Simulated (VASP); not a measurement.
# Co (P6_3/mmc) in VASP: settings compared

The runs below take Co through single point, with PBE, SVWN5, PBE+D4, RPBE.

All numbers are computed with VASP 6.6.1; they aren't measurements. Logs are shortened: lines on timing, memory, paths and dates and some standing lists are left out, and cuts for length are marked.

## Step 1: The cell of the first run

It takes space group P6_3/mmc (No. 194, hexagonal). The conventional cell has a = 2.471 Å, b = 2.471 Å, c = 8.088 Å, α = 90.00°, β = 90.00°, γ = 120.00°. Co (site symmetry -6m2) has 12 Co at 2.47 Å within 3.3 Å. Within 3.3 Å of Co (site symmetry -3m) lie 12 Co at 2.47 Å.

## Step 2: Single point, PBE, collinear spin, ferromagnetic start

INCAR reads:

```
SYSTEM = Co
PREC = Accurate ; ENCUT = 520
EDIFF = 1E-6 ; ISMEAR = -1
SIGMA = 0.05 ; LREAL = .False.
LASPH = .True. ; NELM = 150
ALGO = Normal ; ISIF = 2
LWAVE = .False. ; LCHARG = .True.
ISPIN = 2 ; MAGMOM = 3.5 3.5 3.5 3.5
LORBIT = 11 ; LMAXMIX = 4
GGA = PE ; LELF = .True.
LVHAR = .True. ; NBANDS = 30
```

KPOINTS reads:

```
Automatic mesh
0
Gamma
  12 12 4
  0 0 0
```

POSCAR reads:

```
Co
1.0
    2.4705617809      0.0000000000      0.0000000000
   -1.2352808905      2.1395692639      0.0000000000
    0.0000000000      0.0000000000      8.0882338000
Co
4
Direct
    0.6666666667      0.3333333333      0.7500000000
    0.0000000000      0.0000000000      0.5000000000
    0.3333333333      0.6666666667      0.2500000000
    0.0000000000      0.0000000000      0.0000000000
```

Potentials or basis: VASP PAW PBE potentials, release 64 (Co).

The run is started by

```bash
> cat potpaw_PBE.64/Co/POTCAR > POTCAR
> mpirun -np 1 vasp_std > vasp.out
```

OUTCAR:

```text
SYSTEM = Co
   PREC = Accurate
   ENCUT = 520
   EDIFF = 1E-6
   ISMEAR = -1
   LREAL = .False.
   LASPH = .True.
   NELM = 150
   ISIF = 2
   ISPIN = 2
   LORBIT = 11
   GGA = PE

 ion  position               nearest neighbor table
   1  0.667  0.333  0.750-   2 2.47   4 2.47   2 2.47   4 2.47   2 2.47   4 2.47
   2  0.000  0.000  0.500-   1 2.47   3 2.47   1 2.47   3 2.47   1 2.47   3 2.47
   3  0.333  0.667  0.250-   2 2.47   4 2.47   2 2.47   4 2.47   2 2.47   4 2.47
   4  0.000  0.000  0.000-   1 2.47   3 2.47   1 2.47   3 2.47   1 2.47   3 2.47

  LATTYP: Found a hexagonal cell.
 ALAT       =     2.4705617809
 C/A-ratio  =     3.2738439745

  Lattice vectors:

 A1 = (   2.4705617809,   0.0000000000,   0.0000000000)
 A2 = (  -1.2352808905,   2.1395692639,   0.0000000000)
 A3 = (   0.0000000000,   0.0000000000,   8.0882338000)

Analysis of symmetry for initial positions (statically):
=====================================================================
 Subroutine PRICEL returns:
 Original cell was already a primitive cell.

 Routine SETGRP: Setting up the symmetry group for a
 hexagonal supercell.

 Subroutine GETGRP returns: Found 24 space group operations
 (whereof 12 operations were pure point group operations)
 out of a pool of 24 trial point group operations.

The static configuration has the point symmetry D_3d.
 The point group associated with its full space group is D_6h.

Analysis of symmetry for dynamics (positions and initial velocities):
=====================================================================
 Subroutine PRICEL returns:
 Original cell was already a primitive cell.

 Routine SETGRP: Setting up the symmetry group for a
 hexagonal supercell.

 Subroutine GETGRP returns: Found 24 space group operations
 (whereof 12 operations were pure point group operations)
 out of a pool of 24 trial point group operations.

The dynamic configuration has the point symmetry D_3d.
 The point group associated with its full space group is D_6h.

Analysis of structural, dynamic, and magnetic symmetry:
=====================================================================
 Subroutine PRICEL returns:
 Original cell was already a primitive cell.

 Routine SETGRP: Setting up the symmetry group for a
 hexagonal supercell.

 Subroutine GETGRP returns: Found 24 space group operations
 (whereof 12 operations were pure point group operations)
 out of a pool of 24 trial point group operations.

The overall configuration has the point symmetry D_3d.
 The point group associated with its full space group is D_6h.

 Subroutine INISYM returns: Found 24 space group operations
 (whereof 12 operations are pure point group operations),
 and found     1 'primitive' translations

----------------------------------------------------------------------------------------

                                     Primitive cell

  volume of cell :      42.7539

  direct lattice vectors                    reciprocal lattice vectors
     2.470561781  0.000000000  0.000000000     0.404766239  0.233691897  0.000000000
    -1.235280890  2.139569264  0.000000000     0.000000000  0.467383794  0.000000000
     0.000000000  0.000000000  8.088233800     0.000000000  0.000000000  0.123636386

  length of vectors
     2.470561781  2.470561781  8.088233800     0.467383794  0.467383794  0.123636386

  position of ions in fractional coordinates (direct lattice)
     0.666666667  0.333333333  0.750000000
     0.000000000  0.000000000  0.500000000
     0.333333333  0.666666667  0.250000000
     0.000000000  0.000000000  0.000000000

  ion indices of the primitive-cell ions
   primitive index   ion index
                 1           1
                 2           2
                 3           3
                 4           4

----------------------------------------------------------------------------------------

 KPOINTS: Automatic mesh

Automatic generation of k-mesh.
 Grid dimensions read from file:
 generate k-points for:   12   12    4

 Generating k-lattice:

  Cartesian coordinates                     Fractional coordinates (reciprocal lattice)
     0.033730520  0.019474325  0.000000000     0.083333333  0.000000000  0.000000000
     0.000000000  0.038948649  0.000000000     0.000000000  0.083333333  0.000000000
     0.000000000  0.000000000  0.030909097     0.000000000  0.000000000  0.250000000

  Length of vectors
     0.038948649  0.038948649  0.030909097

  Shift w.r.t. Gamma in fractional coordinates (k-lattice)
     0.000000000  0.000000000  0.000000000

 Subroutine IBZKPT returns following result:
 ===========================================

 Found     57 irreducible k-points:

 Following reciprocal coordinates:
            Coordinates               Weight
  0.000000  0.000000  0.000000      1.000000
  0.083333  0.000000  0.000000      6.000000
  0.166667 -0.000000  0.000000      6.000000
  0.250000  0.000000  0.000000      6.000000
  0.333333  0.000000  0.000000      6.000000
  0.416667  0.000000  0.000000      6.000000
[... 16 lines left out ...]
  0.250000  0.000000  0.250000     12.000000
  0.333333  0.000000  0.250000     12.000000
 [... further k-points ...]
   k-points           NKPTS =     57   k-points in BZ     NKDIM =     57   number of bands    NBANDS=     30
   number of dos      NEDOS =    301   number of ions     NIONS =      4
   total plane-waves  NPLWV =  19440
   dimension x,y,z NGX =    18 NGY =   18 NGZ =   60
   dimension x,y,z NGXF=    36 NGYF=   36 NGZF=  120
   ions per type =               4
   NGX,Y,Z   is equivalent  to a cutoff of  12.11, 12.11, 12.33 a.u.
   NGXF,Y,Z  is equivalent  to a cutoff of  24.22, 24.22, 24.66 a.u.
 SYSTEM =  Co
   PREC   = accura    normal or accurate (medium, high low for compatibility)
   ISTART =      0    job   : 0-new  1-cont  2-samecut
   ICHARG =      2    charge: 1-file 2-atom 10-const
   ISPIN  =      2    spin polarized calculation?
   LNONCOLLINEAR =      F non collinear calculations
   LSORBIT =      F    spin-orbit coupling
   LASPH  =      T    aspherical Exc in radial PAW
   ENCUT  =  520.0 eV  38.22 Ry    6.18 a.u.   4.59  4.59 15.04*2*pi/ulx,y,z
   NELM   =    150;   NELMIN=  2; NELMDL= -5     # of ELM steps
   EDIFF  = 0.1E-05   stopping-criterion for ELM
   LREAL  =      F    real-space projection
   EDIFFG = 0.1E-04   stopping-criterion for IOM
   NSW    =      0    number of steps for IOM
   IBRION =     -1    ionic relax: 0-MD 1-quasi-New 2-CG
   NFREE  =      0    steps in history (QN), initial steepest desc. (CG)
   ISIF   =      2    stress and relaxation
   ISYM   =      2    0-nonsym 1-usesym 2-fastsym
   POTIM  = 0.5000    time-step for ionic-motion
   TEBEG  =    0.0;   TEEND  =   0.0 temperature during run
   PSTRESS=    0.0 pullay stress
   NELECT =      36.0000    total number of electrons
   NUPDOWN=      -1.0000    fix difference up-down
   EMIN   =  10.00;   EMAX   =-10.00  energy-range for DOS
   EFERMI =   0.00;   METHOD = LEGACY
   ISMEAR =    -1;   SIGMA  =   0.05  broadening in eV -4-tet -1-fermi 0-gaus
   EFERMI_NEDOS =   21; number of points for ismear=-14 and -15
   IALGO  =     38    algorithm
   IMIX   =      4    mixing-type and parameters
     AMIX     =   0.40;   BMIX     =  1.00
     AMIX_MAG =   1.60;   BMIX_MAG =  1.00
  volume/ion in A,a.u.               =      10.69        72.13
  Fermi-wavevector in a.u.,A,eV,Ry     =   1.545908  2.921343 32.515647  2.389833
  Thomas-Fermi vector in A             =   2.651220
   LORBIT       =     11    0 simple, 1 ext, 2 COOP (PROOUT), +10 PAW based schemes
   GGA     = PE    functional components
   LHFCALC =     F    Hartree Fock is set to
   AEXX    =    0.0000 exact exchange contribution
   IVDW    =     0    specifies the selected vdW correction
   LEPSILON=     F    determine dielectric tensor
   LRPA    =     F    only Hartree local field effects (RPA)
 spin polarized calculation
  energy-cutoff  :      520.00
  volume of cell :       42.75
 maximum number of plane-waves:      1170
   NGX =  9   NGY =  9   NGZ = 31

 number of electron      35.9999992 magnetization      10.3757741

 number of electron      35.9999991 magnetization       6.5681393

 Free energy of the ion-electron system (eV)
  ---------------------------------------------------
  ext. energy  EPLUGINS =         0.00000000
  ---------------------------------------------------
  free energy    TOTEN  =       -28.11843636 eV

  energy without entropy =      -28.08413829  energy(sigma->0) =      -28.10128732

 E-fermi :  10.5299     XC(G=0): -13.4929

 val. band max:       10.5283894182   @ k =   0.4167   0.0000   0.5000
 cond. band min:      10.5376407328   @ k =   0.2500   0.0833   0.2500
 fundamental gap:      0.0092513146
 Fermi energy:        10.5298677987

 spin component 1

 k-point     1 :       0.0000    0.0000    0.0000
  band No.  band energies     occupation
      1       1.4632      1.00000
      2       3.6783      1.00000
      3       3.7048      1.00000
      4       5.2598      1.00000
      5       7.4566      1.00000
      6       7.4909      1.00000
[... 22 lines left out ...]
     29      33.0920      0.00000
     30      34.0300      0.00000

 k-point     2 :       0.0833    0.0000    0.0000
  band No.  band energies     occupation
      1       1.7113      1.00000
      2       3.8904      1.00000
      3       3.9165      1.00000
      4       5.4161      1.00000
      5       7.3012      1.00000
      6       7.3917      1.00000
[... 22 lines left out ...]
     29      32.1094      0.00000
     30      32.2108      0.00000

 k-point     3 :       0.1667   -0.0000    0.0000
  band No.  band energies     occupation
      1       2.4283      1.00000
      2       4.4582      1.00000
      3       4.4834      1.00000
      4       5.8094      1.00000
      5       7.0296      1.00000
      6       7.1790      1.00000
[... 682 lines left out ...]
     29      26.6028      0.00000
     30      29.0229      0.00000

 k-point    24 :       0.3333    0.0000    0.2500
  band No.  band energies     occupation
      1       4.7283      1.00000
      2       5.1219      1.00000
      3       5.6442      1.00000
      4       6.0946      1.00000
      5       6.3809      1.00000
      6       6.5001      1.00000
[... 22 lines left out ...]
     29      25.3019      0.00000
     30      26.1561      0.00000

 [... further k-points ...]

 spin component 2

 k-point     1 :       0.0000    0.0000    0.0000
  band No.  band energies     occupation
      1       1.4818      1.00000
      2       3.7806      1.00000
      3       3.7840      1.00000
      4       6.1898      1.00000
      5       8.7997      1.00000
      6       8.8628      1.00000
[... 22 lines left out ...]
     29      32.8059      0.00000
     30      33.7742      0.00000

 k-point     2 :       0.0833    0.0000    0.0000
  band No.  band energies     occupation
      1       1.7309      1.00000
      2       3.9983      1.00000
      3       4.0016      1.00000
      4       6.3662      1.00000
      5       8.6733      1.00000
      6       8.8038      1.00000
[... 22 lines left out ...]
     29      32.0312      0.00000
     30      32.2081      0.00000

 k-point     3 :       0.1667   -0.0000    0.0000
  band No.  band energies     occupation
      1       2.4552      1.00000
      2       4.6046      1.00000
      3       4.6077      1.00000
      4       6.8251      1.00000
      5       8.4152      1.00000
      6       8.5734      1.00000
[... 682 lines left out ...]
     29      26.9886      0.00000
     30      29.3228      0.00000

 k-point    24 :       0.3333    0.0000    0.2500
  band No.  band energies     occupation
      1       4.9914      1.00000
      2       5.6373      1.00000
      3       6.5568      1.00000
      4       7.2698      1.00000
      5       7.5830      1.00000
      6       7.8232      1.00000
[... 22 lines left out ...]
     29      25.6824      0.00000
     30      26.5657      0.00000

 [... further k-points ...]
[... 5 lines left out ...]
  --------------------------------------------------------------------------------------
  -------------------------------------------------------------------------------------
  Total        1.3286292      1.3286292      0.3119316     -0.0000000      0.0000000      0.0000000
  in kB       49.7895971     49.7895971     11.6894516     -0.0000000      0.0000000      0.0000000
  external PRESSURE =      37.0895486 kB  Pullay stress =       0.0000000 kB

 VOLUME and BASIS-vectors are now :
 -----------------------------------------------------------------------------
  energy-cutoff  :      520.00
  volume of cell :       42.75
      direct lattice vectors                 reciprocal lattice vectors
     2.470561781  0.000000000  0.000000000     0.404766239  0.233691897  0.000000000
    -1.235280890  2.139569264  0.000000000     0.000000000  0.467383794  0.000000000
     0.000000000  0.000000000  8.088233800     0.000000000  0.000000000  0.123636386

 POSITION                                       TOTAL-FORCE (eV/Angst)
 -----------------------------------------------------------------------------------
      1.23528      0.71319      6.06618        -0.000000      0.000000     -0.000000
      0.00000      0.00000      4.04412        -0.000000      0.000000     -0.000000
     -0.00000      1.42638      2.02206         0.000000      0.000000      0.000000
      0.00000      0.00000      0.00000        -0.000000      0.000000     -0.000000
 -----------------------------------------------------------------------------------
    total drift:                                0.000000     -0.000000      0.000000

  FREE ENERGIE OF THE ION-ELECTRON SYSTEM (eV)
  ---------------------------------------------------
  free  energy   TOTEN  =       -28.1184363592 eV

  energy  without entropy=      -28.0841382870  energy(sigma->0) =      -28.10128732

 total charge

# of ion       s       p       d       tot
------------------------------------------
    1        0.497   0.539   7.263   8.299
    2        0.497   0.535   7.272   8.304
    3        0.497   0.539   7.263   8.299
    4        0.497   0.535   7.272   8.304
--------------------------------------------------
tot          1.988   2.147  29.071  33.206

 magnetization (x)

# of ion       s       p       d       tot
------------------------------------------
    1       -0.013  -0.051   1.731   1.667
    2       -0.013  -0.048   1.708   1.646
    3       -0.013  -0.051   1.731   1.667
    4       -0.013  -0.048   1.708   1.646
--------------------------------------------------
tot         -0.052  -0.199   6.876   6.626
```

It took 2.1 min on 1 thread of Intel Xeon Platinum 8259CL at 2.50GHz (Skylake/Cascade Lake), shared host; peak memory 0.23 GiB.

Results:

```
Free energy                                           : -28.1184 eV
Pressure                                              : 3.7 GPa
Net moment                                            : 6.57 μB per cell
Site moments                                          : Co +1.67, +1.65 μB
Valence electrons inside the program's atomic spheres : Co 8.30
```

Stress tensor (GPa, compression positive):
```
4.98 0.00 0.00
0.00 4.98 0.00
0.00 0.00 1.17
```

## Step 3: Single point, SVWN5, collinear spin, ferromagnetic start

This run uses another cell than the first one, of 10.02 Å³/atom, 0.937 times its volume.

INCAR reads:

```
SYSTEM = Co
ALGO = Normal
EDIFF = 1E-6
ENCUT = 520
GGA = VW
ISIF = 2
ISMEAR = -1
ISPIN = 2
LASPH = .True.
LCHARG = .True.
LELF = .True.
LMAXMIX = 4
LORBIT = 11
LREAL = .False.
LVHAR = .True.
LWAVE = .False.
MAGMOM = 2 2 2 2
NBANDS = 30
NELM = 150
PREC = Accurate
SIGMA = 0.05
```

KPOINTS reads:

```
k-points
0
Gamma
  12 12 4
  0 0 0
```

POSCAR reads:

```
Co
1.0
    2.4255320887      0.0000000000      0.0000000000
   -1.2127660444      2.1005724065      0.0000000000
    0.0000000000      0.0000000000      7.8627837222
Co
4
Direct
    0.6666666667      0.3333333333      0.7500000000
    0.0000000000      0.0000000000      0.5000000000
    0.3333333333      0.6666666667      0.2500000000
    0.0000000000      0.0000000000      0.0000000000
```

Potentials or basis: VASP PAW PBE potentials, release 64 (Co).

The run is started by

```bash
> cat potpaw_PBE.64/Co/POTCAR > POTCAR
> mpirun -np 1 vasp_std > vasp.out
```

Run time: 85 s. Hardware: 1 thread of Intel Xeon 6975P-C (Granite Rapids), shared host; peak memory 0.2 GiB.

The run converged. Its results:

| Property | Result |
| --- | --- |
| Free energy | 57.3080 eV |
| Pressure | -3.3 GPa |
| Net moment | 5.46 μB per cell |
| Site moments | Co +1.35, +1.36 μB |
| Valence electrons inside the program's atomic spheres | Co 8.44 |

Levels at points of the mesh, in eV from the Fermi level:
Spin up:
```tsv
k point	band 18	band 19	band 20	band 21	band 22	band 23
(0.00, 0.00, 0.00)	-1.06	-1.06	-0.72	-0.72	-0.26	-0.26
(0.50, 0.00, 0.00)	-0.03	-0.01	0.03	0.38	1.53	2.98
(0.00, 0.00, 0.50)	-1.23	-1.23	-1.23	-0.46	-0.46	-0.46
(0.50, 0.00, 0.50)	-0.18	-0.04	-0.04	1.64	1.64	3.22
```
Spin down:
| k point | band 13 | band 14 | band 15 | band 16 | band 17 | band 18 |
| --- | --- | --- | --- | --- | --- | --- |
| (0.00, 0.00, 0.00) | -1.10 | -1.04 | -1.04 | -0.17 | -0.17 | 0.04 |
| (0.50, 0.00, 0.00) | -0.28 | 0.73 | 1.10 | 1.12 | 1.17 | 1.17 |
| (0.00, 0.00, 0.50) | -1.21 | -1.21 | -1.21 | -1.21 | 0.05 | 0.05 |
| (0.50, 0.00, 0.50) | -0.30 | -0.30 | 0.72 | 0.72 | 1.12 | 1.12 |

Caveat: the PAW data sets were made with another functional, which shifts forces and pressure a little.

(Part 1 of 3 ends here.)
